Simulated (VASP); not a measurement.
# B in VASP: a series of runs

B is run at these levels: r2SCAN; tasks: single point, relaxation of cell and atoms.

All numbers are computed with VASP 6.6.1; they aren't measurements. Logs are shortened: lines on timing, memory, paths and dates and some standing lists are left out, and cuts for length are marked.

## (1) The cell of the first run

The typed cell holds 1 atom: a = 1.886 Å, b = 1.886 Å, c = 1.886 Å, α = 90.00°, β = 90.00°, γ = 90.00°.

This isn't the form of B at room conditions, which is rhombohedral.

## (2) Single point, r2SCAN

File POSCAR:

```
B
1.0
    1.3333122457      0.7697881840      1.0887561561
   -1.3333122457      0.7697881840      1.0887561561
    0.0000000000     -1.5395763680      1.0887561561
B
1
Direct
    0.5000000000      0.5000000000      0.5000000000
```

File INCAR.step1:

```
ALGO = Normal
EDIFF = 1E-4
ENCUT = 520
GGA = PE
ISMEAR = 0
LASPH = True
LCHARG = False
LREAL = False
LWAVE = True
NBANDS = 8
NELM = 60
PREC = Accurate
SIGMA = 0.1
```

File INCAR.step2:

```
ALGO = Normal
EDIFF = 1E-6
ENCUT = 520
ISIF = 2
ISMEAR = 0
ISTART = 1
LASPH = True
LCHARG = False
LMIXTAU = True
LREAL = False
LWAVE = False
METAGGA = R2SCAN
NBANDS = 8
NELM = 60
PREC = Accurate
SIGMA = 0.1
```

File KPOINTS:

```
k-points
0
Gamma
  30 30 30
```

Potentials or basis: VASP PAW PBE potentials, release 64 (B).

Run with:

```
$ cat potpaw_PBE.64/B/POTCAR > POTCAR
$ cp INCAR.step1 INCAR
$ mpirun -np 1 vasp_std > vasp.out
$ cp INCAR.step2 INCAR
$ mpirun -np 1 vasp_std > vasp.out
```

OUTCAR:

```text
EDIFF = 1E-6
   ENCUT = 520
   ISIF = 2
   ISMEAR = 0
   ISTART = 1
   LASPH = True
   LREAL = False
   METAGGA = R2SCAN
   NELM = 60
   PREC = Accurate

 ion  position               nearest neighbor table
   1  0.500  0.500  0.500-

  LATTYP: Found a trigonal (rhomboedric) cell.
 ALAT       =     1.8856525025
 COS(alpha) =     0.0000681363

  Lattice vectors:

 A1 = (   1.3333122457,   0.7697881840,   1.0887561561)
 A2 = (  -1.3333122457,   0.7697881840,   1.0887561561)
 A3 = (   0.0000000000,  -1.5395763680,   1.0887561561)

Analysis of symmetry for initial positions (statically):
=====================================================================
 Subroutine PRICEL returns:
 Original cell was already a primitive cell.

 Routine SETGRP: Setting up the symmetry group for a
 trigonal (rhombohedral) supercell.

 Subroutine GETGRP returns: Found 12 space group operations
 (whereof 12 operations were pure point group operations)
 out of a pool of 12 trial point group operations.

The static configuration has the point symmetry D_3d.

Analysis of symmetry for dynamics (positions and initial velocities):
=====================================================================
 Subroutine PRICEL returns:
 Original cell was already a primitive cell.

 Routine SETGRP: Setting up the symmetry group for a
 trigonal (rhombohedral) supercell.

 Subroutine GETGRP returns: Found 12 space group operations
 (whereof 12 operations were pure point group operations)
 out of a pool of 12 trial point group operations.

The dynamic configuration has the point symmetry D_3d.

 Subroutine INISYM returns: Found 12 space group operations
 (whereof 12 operations are pure point group operations),
 and found     1 'primitive' translations

----------------------------------------------------------------------------------------

                                     Primitive cell

  volume of cell :       6.7048

  direct lattice vectors                    reciprocal lattice vectors
     1.333312246  0.769788184  1.088756156     0.375005931  0.216509775  0.306159769
    -1.333312246  0.769788184  1.088756156    -0.375005931  0.216509775  0.306159769
     0.000000000 -1.539576368  1.088756156     0.000000000 -0.433019550  0.306159769

  length of vectors
     1.885652503  1.885652503  1.885652503     0.530320408  0.530320408  0.530320408

  position of ions in fractional coordinates (direct lattice)
     0.500000000  0.500000000  0.500000000

  ion indices of the primitive-cell ions
   primitive index   ion index
                 1           1

----------------------------------------------------------------------------------------

 KPOINTS: k-points

Automatic generation of k-mesh.
 Grid dimensions read from file:
 generate k-points for:   30   30   30

 Generating k-lattice:

  Cartesian coordinates                     Fractional coordinates (reciprocal lattice)
     0.012500198  0.007216993  0.010205326     0.033333333 -0.000000000  0.000000000
    -0.012500198  0.007216993  0.010205326    -0.000000000  0.033333333  0.000000000
     0.000000000 -0.014433985  0.010205326     0.000000000  0.000000000  0.033333333

  Length of vectors
     0.017677347  0.017677347  0.017677347

  Shift w.r.t. Gamma in fractional coordinates (k-lattice)
     0.000000000  0.000000000  0.000000000

 Subroutine IBZKPT returns following result:
 ===========================================

 Found   2496 irreducible k-points:

 Following reciprocal coordinates:
            Coordinates               Weight
  0.000000  0.000000  0.000000      1.000000
  0.033333  0.000000  0.000000      6.000000
  0.066667  0.000000 -0.000000      6.000000
  0.100000  0.000000  0.000000      6.000000
  0.133333  0.000000 -0.000000      6.000000
  0.166667  0.000000 -0.000000      6.000000
[... 16 lines left out ...]
  0.233333  0.033333 -0.000000     12.000000
  0.266667  0.033333  0.000000     12.000000
 [... further k-points ...]
   k-points           NKPTS =   2496   k-points in BZ     NKDIM =   2496   number of bands    NBANDS=      8
   number of dos      NEDOS =    301   number of ions     NIONS =      1
   total plane-waves  NPLWV =   2744
   dimension x,y,z NGX =    14 NGY =   14 NGZ =   14
   dimension x,y,z NGXF=    28 NGYF=   28 NGZF=   28
   ions per type =               1
   NGX,Y,Z   is equivalent  to a cutoff of  12.34, 12.34, 12.34 a.u.
   NGXF,Y,Z  is equivalent  to a cutoff of  24.69, 24.69, 24.69 a.u.
 SYSTEM =  unknown system
   PREC   = accura    normal or accurate (medium, high low for compatibility)
   ISTART =      1    job   : 0-new  1-cont  2-samecut
   ICHARG =      0    charge: 1-file 2-atom 10-const
   ISPIN  =      1    spin polarized calculation?
   LNONCOLLINEAR =      F non collinear calculations
   LSORBIT =      F    spin-orbit coupling
   LASPH  =      T    aspherical Exc in radial PAW
   ENCUT  =  520.0 eV  38.22 Ry    6.18 a.u.   3.51  3.51  3.51*2*pi/ulx,y,z
   NELM   =     60;   NELMIN=  2; NELMDL=  0     # of ELM steps
   EDIFF  = 0.1E-05   stopping-criterion for ELM
   LREAL  =      F    real-space projection
   EDIFFG = 0.1E-04   stopping-criterion for IOM
   NSW    =      0    number of steps for IOM
   IBRION =     -1    ionic relax: 0-MD 1-quasi-New 2-CG
   NFREE  =      0    steps in history (QN), initial steepest desc. (CG)
   ISIF   =      2    stress and relaxation
   ISYM   =      2    0-nonsym 1-usesym 2-fastsym
   POTIM  = 0.5000    time-step for ionic-motion
   TEBEG  =    0.0;   TEEND  =   0.0 temperature during run
   PSTRESS=    0.0 pullay stress
   NELECT =       3.0000    total number of electrons
   NUPDOWN=      -1.0000    fix difference up-down
   EMIN   =  10.00;   EMAX   =-10.00  energy-range for DOS
   EFERMI =   0.00;   METHOD = LEGACY
   ISMEAR =     0;   SIGMA  =   0.10  broadening in eV -4-tet -1-fermi 0-gaus
   EFERMI_NEDOS =   21; number of points for ismear=-14 and -15
   IALGO  =     38    algorithm
   IMIX   =      4    mixing-type and parameters
     AMIX     =   0.40;   BMIX     =  1.00
     AMIX_MAG =   1.60;   BMIX_MAG =  1.00
  volume/ion in A,a.u.               =       6.70        45.25
  Fermi-wavevector in a.u.,A,eV,Ry     =   1.252142  2.366205 21.332025  1.567860
  Thomas-Fermi vector in A             =   2.386056
   LORBIT       =      0    0 simple, 1 ext, 2 COOP (PROOUT), +10 PAW based schemes
   METAGGA = R2SCAN    functional components
   LHFCALC =     F    Hartree Fock is set to
   AEXX    =    0.0000 exact exchange contribution
   IVDW    =     0    specifies the selected vdW correction
   LEPSILON=     F    determine dielectric tensor
   LRPA    =     F    only Hartree local field effects (RPA)
 non-spin polarized calculation
 Gauss-broadening in eV      SIGMA  =   0.10
  energy-cutoff  :      520.00
  volume of cell :        6.70
 maximum number of plane-waves:       192
   NGX =  7   NGY =  7   NGZ =  7

 number of electron       3.0000000 magnetization

 Free energy of the ion-electron system (eV)
  ---------------------------------------------------
  ext. energy  EPLUGINS =         0.00000000
  ---------------------------------------------------
  free energy    TOTEN  =        -6.13603116 eV

  energy without entropy =       -6.13479539  energy(sigma->0) =       -6.13541328

 E-fermi :   7.0328     XC(G=0): -13.2762

 val. band max:        7.0308852573   @ k =   0.3333   0.1667  -0.0000
 cond. band min:       7.0354859025   @ k =  -0.3667   0.2333   0.1667
 fundamental gap:      0.0046006452
 Fermi energy:         7.0327905468

 k-point     1 :       0.0000    0.0000    0.0000
  band No.  band energies     occupation
      1      -9.7847      2.00000
      2      21.6972      0.00000
      3      21.6972      0.00000
      4      21.6983      0.00000
      5      32.0564      0.00000
      6      32.0564      0.00000
      7      42.6799      0.00000
      8      63.4686      0.00000

 k-point     2 :       0.0333    0.0000    0.0000
  band No.  band energies     occupation
      1      -9.7444      2.00000
      2      21.2240      0.00000
      3      21.7314      0.00000
      4      21.7321      0.00000
      5      32.1031      0.00000
      6      32.5742      0.00000
      7      42.6589      0.00000
      8      63.1230      0.00000

 k-point     3 :       0.0667    0.0000   -0.0000
  band No.  band energies     occupation
      1      -9.6234      2.00000
      2      20.0187      0.00000
      3      21.8335      0.00000
      4      21.8342      0.00000
      5      32.2430      0.00000
      6      33.9051      0.00000
      7      42.6013      0.00000
      8      62.1377      0.00000

 k-point     4 :       0.1000    0.0000    0.0000
  band No.  band energies     occupation
      1      -9.4219      2.00000
      2      18.4313      0.00000
      3      22.0019      0.00000
      4      22.0026      0.00000
      5      32.4755      0.00000
      6      35.6743      0.00000
      7      42.5274      0.00000
      8      60.6840      0.00000

 k-point     5 :       0.1333    0.0000   -0.0000
  band No.  band energies     occupation
      1      -9.1400      2.00000
      2      16.6813      0.00000
      3      22.2335      0.00000
      4      22.2342      0.00000
      5      32.7997      0.00000
      6      37.5940      0.00000
      7      42.4950      0.00000
      8      58.9621      0.00000
[... 177 lines left out ...]
 k-point    22 :       0.2000    0.0333   -0.0000
  band No.  band energies     occupation
      1      -8.2956      2.00000
      2      13.0965      0.00000
      3      22.4950      0.00000
      4      22.9018      0.00000
      5      34.0916      0.00000
      6      40.3959      0.00000
      7      43.5653      0.00000
      8      54.9181      0.00000

 k-point    23 :       0.2333    0.0333   -0.0000
  band No.  band energies     occupation
      1      -7.7740      2.00000
      2      11.3327      0.00000
      3      22.8923      0.00000
      4      23.2902      0.00000
      5      34.6708      0.00000
      6      40.5135      0.00000
      7      45.2483      0.00000
      8      53.1413      0.00000

 k-point    24 :       0.2667    0.0333    0.0000
  band No.  band energies     occupation
      1      -7.1734      2.00000
      2       9.6165      0.00000
      3      23.3258      0.00000
      4      23.7125      0.00000
      5      35.3278      0.00000
      6      40.3316      0.00000
      7      47.0560      0.00000
      8      51.4759      0.00000

 [... further k-points ...]

------------------------ aborting loop because EDIFF is reached ----------------------------------------

  FORCE on cell =-STRESS in cart. coord.  units (eV):
  Direction    XX          YY          ZZ          XY          YZ          ZX
  --------------------------------------------------------------------------------------
  -------------------------------------------------------------------------------------
  Total        0.0016374      0.0016374      0.0008765      0.0000000      0.0000000      0.0000000
  in kB        0.3912723      0.3912723      0.2094442      0.0000000      0.0000000      0.0000000
  external PRESSURE =       0.3306629 kB  Pullay stress =       0.0000000 kB

 VOLUME and BASIS-vectors are now :
 -----------------------------------------------------------------------------
  energy-cutoff  :      520.00
  volume of cell :        6.70
      direct lattice vectors                 reciprocal lattice vectors
     1.333312246  0.769788184  1.088756156     0.375005931  0.216509775  0.306159769
    -1.333312246  0.769788184  1.088756156    -0.375005931  0.216509775  0.306159769
     0.000000000 -1.539576368  1.088756156     0.000000000 -0.433019550  0.306159769

 POSITION                                       TOTAL-FORCE (eV/Angst)
 -----------------------------------------------------------------------------------
      0.00000      0.00000      1.63313         0.000000      0.000000     -0.000000
 -----------------------------------------------------------------------------------
    total drift:                                0.000000      0.000000      0.000000

  FREE ENERGIE OF THE ION-ELECTRON SYSTEM (eV)
  ---------------------------------------------------
  free  energy   TOTEN  =        -6.1360311627 eV

  energy  without entropy=       -6.1347953941  energy(sigma->0) =       -6.13541328
```

Run time: 49 s. Hardware: 1 thread of Intel Xeon 6975P-C (Granite Rapids), shared host; peak memory 0.21 GiB.

Results:

```
Free energy            : -6.1360 eV
Pressure               : 0.0 GPa
Band gap on the k mesh : zero (an odd number of electrons rules out a gap without spin polarisation)
```

Caveat: the PAW data sets were made with another functional, which shifts forces and pressure a little.

## (3) Relaxation of cell and atoms, r2SCAN

This run uses another cell than the first one, of 6.74 Å³/atom.

File POSCAR:

```
B
1.0
    1.8893404384      0.0000000000      0.0000000000
    0.0000000000      1.8893404384      0.0000000000
    0.0000000000      0.0000000000      1.8893404384
B
1
Direct
    0.0000000000      0.0000000000      0.0000000000
```

File INCAR.step1:

```
SYSTEM = B
ALGO = Normal ; EDIFF = 1E-4
ENCUT = 600 ; GGA = PE
ISMEAR = 0 ; LASPH = .True.
LCHARG = .False. ; LREAL = .False.
LWAVE = .True. ; NELM = 100
PREC = Accurate ; SIGMA = 0.1
```

File INCAR.step2:

```
SYSTEM = B
ALGO = Normal ; EDIFF = 1E-6
EDIFFG = -0.01 ; ENCUT = 600
IBRION = 2 ; ISIF = 3
ISMEAR = 0 ; ISTART = 1
LASPH = .True. ; LCHARG = .False.
LMIXTAU = .True. ; LREAL = .False.
LWAVE = .False. ; METAGGA = R2SCAN
NELM = 100 ; NSW = 100
PREC = Accurate ; SIGMA = 0.1
```

File KPOINTS:

```
k-points
0
Gamma
  28 28 28
  0 0 0
```

Potentials or basis: VASP PAW PBE potentials, release 64 (B).

Run with:

```
$ cat potpaw_PBE.64/B/POTCAR > POTCAR
$ cp INCAR.step1 INCAR
$ mpirun -np 1 vasp_std > vasp.out
$ cp INCAR.step2 INCAR
$ mpirun -np 1 vasp_std > vasp.out
```

OUTCAR:

```text
SYSTEM = B
   EDIFF = 1E-6
   EDIFFG = -0.01
   ENCUT = 600
   IBRION = 2
   ISIF = 3
   ISMEAR = 0
   ISTART = 1
   LASPH = .True.
   LREAL = .False.
   METAGGA = R2SCAN
   NELM = 100
   NSW = 100
   PREC = Accurate

 ion  position               nearest neighbor table
   1  0.000  0.000  0.000-

  LATTYP: Found a simple cubic cell.
 ALAT       =     1.8893404384

  Lattice vectors:

 A1 = (   1.8893404384,   0.0000000000,   0.0000000000)
 A2 = (   0.0000000000,   1.8893404384,   0.0000000000)
 A3 = (   0.0000000000,   0.0000000000,   1.8893404384)

Analysis of symmetry for initial positions (statically):
=====================================================================
 Subroutine PRICEL returns:
 Original cell was already a primitive cell.

 Routine SETGRP: Setting up the symmetry group for a
 simple cubic supercell.

 Subroutine GETGRP returns: Found 48 space group operations
 (whereof 48 operations were pure point group operations)
 out of a pool of 48 trial point group operations.

[... 168 lines left out ...]
  --------------------------------------------------------------------------------------
  -------------------------------------------------------------------------------------
  Total       -0.0604038     -0.0604038     -0.0604038      0.0000000     -0.0000000      0.0000000
  in kB      -14.3497494    -14.3497494    -14.3497494      0.0000000     -0.0000000      0.0000000
  external PRESSURE =     -14.3497494 kB  Pullay stress =       0.0000000 kB
[... 57 lines left out ...]
--------------------------------------- Ionic step        3  -------------------------------------------

 number of electron       3.0000000 magnetization

 Free energy of the ion-electron system (eV)
  ---------------------------------------------------
  ext. energy  EPLUGINS =         0.00000000
  ---------------------------------------------------
  free energy    TOTEN  =        -6.13494135 eV

  energy without entropy =       -6.13309935  energy(sigma->0) =       -6.13402035

 E-fermi :   7.0647     XC(G=0): -13.2786

 val. band max:        7.0484475979   @ k =   0.4643   0.4286   0.3214
 cond. band min:       7.0694447803   @ k =   0.3571   0.2500   0.1071
 fundamental gap:      0.0209971824
 Fermi energy:         7.0646660894

 k-point     1 :       0.0000    0.0000    0.0000
  band No.  band energies     occupation
      1      -9.7849      2.00000
      2      21.7066      0.00000
      3      21.7066      0.00000
      4      21.7066      0.00000
      5      32.0628      0.00000
[... 177 lines left out ...]
 k-point    24 :       0.3214    0.0357    0.0000
  band No.  band energies     occupation
      1      -6.0114      2.00000
      2       6.9372      1.92855
      3      24.0395      0.00000
      4      24.4560      0.00000
      5      36.6120      0.00000

 [... further k-points ...]

------------------------ aborting loop because EDIFF is reached ----------------------------------------

  FORCE on cell =-STRESS in cart. coord.  units (eV):
  Direction    XX          YY          ZZ          XY          YZ          ZX
  --------------------------------------------------------------------------------------
  -------------------------------------------------------------------------------------
  Total       -0.0002915     -0.0002915     -0.0002915     -0.0000000     -0.0000000     -0.0000000
  in kB       -0.0696859     -0.0696859     -0.0696859     -0.0000000     -0.0000000     -0.0000000
  external PRESSURE =      -0.0696859 kB  Pullay stress =       0.0000000 kB
[... 16 lines left out ...]
  FREE ENERGIE OF THE ION-ELECTRON SYSTEM (eV)
  ---------------------------------------------------
  free  energy   TOTEN  =        -6.1349413543 eV

  energy  without entropy=       -6.1330993455  energy(sigma->0) =       -6.13402035

 reached required accuracy - stopping structural energy minimisation
```

OUTCAR.step1:

```text
SYSTEM = B
   EDIFF = 1E-4
   ENCUT = 600
   GGA = PE
   ISMEAR = 0
   LASPH = .True.
[... 409 lines left out ...]
 POSITION                                       TOTAL-FORCE (eV/Angst)
 -----------------------------------------------------------------------------------
      0.00000      0.00000      0.00000         0.000000      0.000000      0.000000
 -----------------------------------------------------------------------------------
    total drift:                               -0.000000      0.000000     -0.000000

  FREE ENERGIE OF THE ION-ELECTRON SYSTEM (eV)
  ---------------------------------------------------
  free  energy   TOTEN  =        -5.6094720873 eV

  energy  without entropy=       -5.6075208069  energy(sigma->0) =       -5.60849645
```

OSZICAR.step1:

```text
N       E                     dE             d eps       ncg     rms          rms(c)
DAV:   1    -0.131995587928E+01   -0.13200E+01   -0.16675E+03  7120   0.528E+02
DAV:   2    -0.560492197687E+01   -0.42850E+01   -0.38543E+01  8985   0.654E+01
DAV:   3    -0.562429815606E+01   -0.19376E-01   -0.19345E-01  7585   0.477E+00
DAV:   4    -0.562430165930E+01   -0.35032E-05   -0.35023E-05  8940   0.585E-02
DAV:   5    -0.562430165902E+01    0.28119E-09   -0.40143E-09  6745   0.512E-04    0.161E+00
DAV:   6    -0.561358485730E+01    0.10717E-01   -0.33541E-03  7785   0.551E-01    0.988E-01
DAV:   7    -0.560944857381E+01    0.41363E-02   -0.54850E-03  8255   0.731E-01    0.559E-02
DAV:   8    -0.560947208726E+01   -0.23513E-04   -0.37134E-05  5045   0.721E-02
   1 F= -.56094721E+01 E0= -.56084964E+01  d E =-.195128E-02
```

Run time: 31 s. Hardware: 1 thread of Intel Xeon 6975P-C (Granite Rapids), shared host; peak memory 0.13 GiB.

What came out:

```yaml
Free_energy: -6.1349 eV
Relaxed_volume: 6.70 Å³/atom
Relaxed_cell: a = 1.885 Å, b = 1.885 Å, c = 1.885 Å, α = 90.00°, β = 90.00°, γ = 90.00°
Space_group_after_relaxing_to_0.1_Å: Pm-3m (No. 221)
Energy_gained_by_relaxing: 0.2 meV/atom
Ionic_steps: 3
Pressure_after_relaxing: 0.0 GPa
Band_gap_on_the_k_mesh: zero (an odd number of electrons rules out a gap without spin polarisation)
```

Step by step:
```csv
step,energy change (eV),largest force (eV/Å),pressure (GPa),volume (Å³)
1,0.0000,0.0000,-1.43,6.74
2,-0.0002,0.0000,0.64,6.69
3,-0.0002,0.0000,-0.01,6.70
```

Final structure:
```yaml
crystal:
  lattice:
    - [1.88539, 0.00000, 0.00000]
    - [0.00000, 1.88539, 0.00000]
    - [0.00000, 0.00000, 1.88539]
  atoms:
    - { symbol: B, position: [0.00000, 0.00000, 0.00000] }
```

Caveat: the PAW data sets were made with another functional, which shifts forces and pressure a little.
